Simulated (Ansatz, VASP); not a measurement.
Two plane-wave programs on Pd

Contents of INCAR:

```
  PREC = Accurate
  ENCUT = 520
  EDIFF = 1E-7
  ISMEAR = 0
  SIGMA = 0.05
  LREAL = F
  LASPH = T
  NELM = 150
  ALGO = Normal
  ISIF = 2
  LWAVE = F
  LCHARG = F
  ISPIN = 2
  MAGMOM = 0.41 0.41
  LORBIT = 11
  LMAXMIX = 4
  GGA = PS
  NBANDS = 21
```

The input KPOINTS:

```
regular mesh
0
Gamma
  15 15 8
```

File POSCAR:

```
Pd
1.0
    2.6875990520      0.0000000000      0.0000000000
   -1.3437995260      2.3275290542      0.0000000000
    0.0000000000      0.0000000000      4.4691470540
Pd
2
Direct
    0.6666666700      0.3333333300      0.7500000000
    0.3333333300      0.6666666700      0.2500000000
```

Input for Ansatz:

```yaml
crystal:
  lattice:
    - [2.687599052, 0.0, 0.0]
    - [-1.343799526, 2.3275290542, 0.0]
    - [0.0, 0.0, 4.469147054]
  atoms:
    - { symbol: Pd, position: [0.66666667, 0.33333333, 0.75], spin: 0.41 }
    - { symbol: Pd, position: [0.33333333, 0.66666667, 0.25], spin: 0.41 }
magnetization:
  spin_polarized: true
basis:
  ecutwfc: 420
  fft_grid_basis: typed
kpoints:
  mp_grid: { grid: [15, 15, 8] }
hamiltonian:
  xc: pbesol
  pseudopotentials: { kind: paw }
scf:
  occupations: { method: gaussian, width: 0.05 }
output:
  forces: true
  stress: true
  eigenvalues: true
  bader: true
  write_density: true
  volumetric_format: npy
  populations: true
  elf: true
```

Alike in both runs: task single point; functional PBEsol; k mesh 15 × 15 × 8; occupations gaussian, width 0.05 eV; collinear spin.

```csv
,VASP,Ansatz
version,VASP 6.6.1,Ansatz 0.2.0
potentials or method,"VASP PAW PBE potentials, release 64 (Pd), cutoff 520 eV","scalar-relativistic, plane waves, PAW"
valence electrons in the cell,20,36
```

|  | VASP | Ansatz | Ansatz less VASP |
| --- | --- | --- | --- |
| gap on the k mesh at the Fermi level (eV) | none | none | - |
| pressure (GPa) | 9.9 | 10.3 | +0.37 |
| traceless stress, the component that is largest in VASP (GPa) | 0.54 | 0.62 | +0.083 |
| net moment per atom (μB) | 0.27 | 0.26 | -0.007 |
| size of the moment on the site where the two differ most (μB) | 0.27 | 0.27 | +0.001 |

VASP's potentials were made for PBE, not for PBEsol. Site moments also hang on the region over which each program counts them. A gap of «none» marks a metal or a gap that the smearing closes. With one functional, cell and mesh, what is left measures potentials, basis and numerics. VASP's potentials hold 20 valence electrons a cell and Ansatz's 36, so a difference there can come from the potentials and not from the codes.
